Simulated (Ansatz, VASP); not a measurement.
**One calculation of MoSe2, two programs**

```xyz
6
Lattice="3.2767 0.0000 0.0000 -1.6384 2.8377 0.0000 0.0000 0.0000 12.7315" Properties=species:S:1:pos:R:3 pbc="T T T"
Mo    0.0000    1.8918    3.1829
Mo    1.6384    0.9459    9.5486
Se    0.0000    1.8918    7.8744
Se    1.6384    0.9459    1.5086
Se    0.0000    1.8918   11.2229
Se    1.6384    0.9459    4.8571
```

Alike in both runs: functional PBE; dispersion D3(BJ); k mesh 9 × 9 × 2; occupations gaussian, width 0.02 eV; no spin polarisation.

Ansatz relaxed the structure, and its values are those at the end. VASP's run is a single point on that final structure, the one shown.

|  | VASP | Ansatz |
| --- | --- | --- |
| version | VASP 6.6.1 | Ansatz 0.2.0 |
| potentials or method | VASP PAW PBE potentials, release 64 (Mo_sv, Se), cutoff 520 eV | scalar-relativistic, plane waves, PAW |
| valence electrons in the cell | 52 | 92 |

|  | VASP | Ansatz | Ansatz less VASP |
| --- | --- | --- | --- |
| gap on the k mesh at the Fermi level (eV) | 0.85 | 0.85 | +0.004 |
| least direct gap on the mesh (eV) | 1.46 | 1.46 | -0.001 |
| pressure (GPa) | 0.3 | 0.0 | -0.27 |
| rms of the force components (eV/Å) | 0.016 | 0.001 | -0.0154 |

VASP's potentials hold 52 valence electrons a cell and Ansatz's 92, so a difference there can come from the potentials and not from the codes.
